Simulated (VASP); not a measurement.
A run of VASP 6.6.1:

The input INCAR:

```
PREC = Accurate
ENCUT = 520
EDIFF = 1E-6
ISMEAR = -1
SIGMA = 0.05
LREAL = False
LASPH = True
NELM = 100
ALGO = Normal
ISIF = 2
LWAVE = False
LCHARG = False
GGA = PE
NBANDS = 10
```

Contents of KPOINTS:

```
regular mesh
0
Gamma
  7 7 7
```

The input POSCAR:

```
K
1.0
    0.0000000000      3.3691078850      3.3691078850
    3.3691078850      0.0000000000      3.3691078850
    3.3691078850      3.3691078850      0.0000000000
K
1
Direct
    0.0000000000      0.0000000000      0.0000000000
```

Potentials or basis: VASP PAW PBE potentials, release 64 (K_sv).

Run with:

```sh
$ cat potpaw_PBE.64/K_sv/POTCAR > POTCAR
$ mpirun -np 1 vasp_std > vasp.out
```

Hardware: 1 thread of Intel Xeon 8259CL (shared host).

Task: Estimate the wall time of this run.

Result: It took 15 s on 1 thread of Intel Xeon 8259CL, on a shared host, peak memory 0.19 GiB. Counts: scf iterations 10, k points 20.
